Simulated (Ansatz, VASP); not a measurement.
# Si: VASP beside Ansatz

The input INCAR:

```
SYSTEM = Si
PREC = Accurate ; ENCUT = 520
EDIFF = 1E-6 ; ISMEAR = 0
SIGMA = 0.15 ; LREAL = .False.
LASPH = .True. ; NELM = 60
ALGO = Normal ; ISIF = 2
LWAVE = .False. ; LCHARG = .False.
GGA = PE ; IVDW = 12
NBANDS = 26
```

The input KPOINTS:

```
regular mesh
0
Gamma
  14 14 14
  0 0 0
```

The input POSCAR:

```
Si
1.0
    0.0000000000      3.8010408856     -3.8010408856
   -3.8010408856      0.0000000000     -3.8010408856
   -3.8010408856      3.8010408856      0.0000000000
Si
8
Direct
    0.4605371254      0.5394628746      0.0394628746
    0.0000000000      0.5000000000      0.0000000000
    0.5000000000      0.0000000000      0.0000000000
    0.0000000000      0.0000000000      0.0000000000
    0.5000000000      0.5000000000      0.5000000000
    0.0000000000      0.5000000000      0.5000000000
    0.5000000000      0.0000000000      0.5000000000
    0.0000000000      0.0000000000      0.5000000000
```

Input for Ansatz:

```yaml
crystal:
  lattice:
    - [0.0, 3.8010408856, -3.8010408856]
    - [-3.8010408856, 0.0, -3.8010408856]
    - [-3.8010408856, 3.8010408856, 0.0]
  atoms:
    - { symbol: Si, position: [0.4605371254, 0.5394628746, 0.0394628746] }
    - { symbol: Si, position: [0.0, 0.5, 0.0] }
    - { symbol: Si, position: [0.5, 0.0, 0.0] }
    - { symbol: Si, position: [0.0, 0.0, 0.0] }
    - { symbol: Si, position: [0.5, 0.5, 0.5] }
    - { symbol: Si, position: [0.0, 0.5, 0.5] }
    - { symbol: Si, position: [0.5, 0.0, 0.5] }
    - { symbol: Si, position: [0.0, 0.0, 0.5] }
basis:
  ecutwfc: 420
kpoints:
  mp_grid: { grid: [14, 14, 14] }
hamiltonian:
  xc: pbe
  dispersion: d3bj
scf:
  occupations: { method: gaussian, width: 0.15 }
output:
  forces: true
  stress: true
  eigenvalues: true
  write_density: true
  write_potential: true
  elf: true
  volumetric_format: npy
```

Alike in both runs: task single point; functional PBE; dispersion D3(BJ); k mesh 14 × 14 × 14; occupations gaussian, width 0.15 eV; no spin polarisation.

|  | VASP | Ansatz |
| --- | --- | --- |
| version | VASP 6.6.1 | Ansatz 0.2.0 |
| potentials or method | VASP PAW PBE potentials, release 64 (Si), cutoff 520 eV | scalar-relativistic, plane waves, PAW |
| valence electrons in the cell | 32 | 32 |

Ansatz gave:

```
gap on the k mesh at the Fermi level (eV)                     : none
pressure (GPa)                                                : 0.7
traceless stress, the component that is largest in VASP (GPa) : 0.19
rms of the force components (eV/Å)                            : 0.365
```

Estimate VASP's values.

gap on the k mesh at the Fermi level (eV): none; pressure (GPa): 0.6; traceless stress, the component that is largest in VASP (GPa): 0.19; rms of the force components (eV/Å): 0.363.

Atom by atom the forces differ by 0.003 eV/Å (rms over components). A gap of «none» marks a metal or a gap that the smearing closes.
